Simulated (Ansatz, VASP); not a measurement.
Two plane-wave programs on Si3C2

```
Si C
1.0
     4.79507    0.00000    0.00000
    -2.39753    4.15265    0.00000
     0.00000    0.00000    2.76579
Si C
3 2
Direct
  0.36485 0.00000 0.00000
  0.00000 0.36485 0.00000
  0.63515 0.63515 0.00000
  0.33333 0.66667 0.50000
  0.66667 0.33333 0.50000
```

Alike in both runs: task relaxation of cell and atoms; functional PBE; k mesh 12 × 12 × 14; occupations gaussian, width 0.1 eV; no spin polarisation.

|  | VASP | Ansatz |
| --- | --- | --- |
| version | VASP 6.6.1 | Ansatz 0.2.0 |
| potentials or method | VASP PAW PBE potentials, release 64 (Si, C), cutoff 600 eV | scalar-relativistic, plane waves, PAW |
| valence electrons in the cell | 20 | 20 |

```csv
,VASP,Ansatz,Ansatz less VASP
"gap on the k mesh at the Fermi level, each at its own relaxed structure (eV)",none,none,-
relaxed volume (Å³/atom),10.91,10.90,-0.010
relaxed length of the cell vector where the two differ most in proportion (Å),4.774,4.772,-0.0019
```

A gap of «none» marks a metal or a gap that the smearing closes.
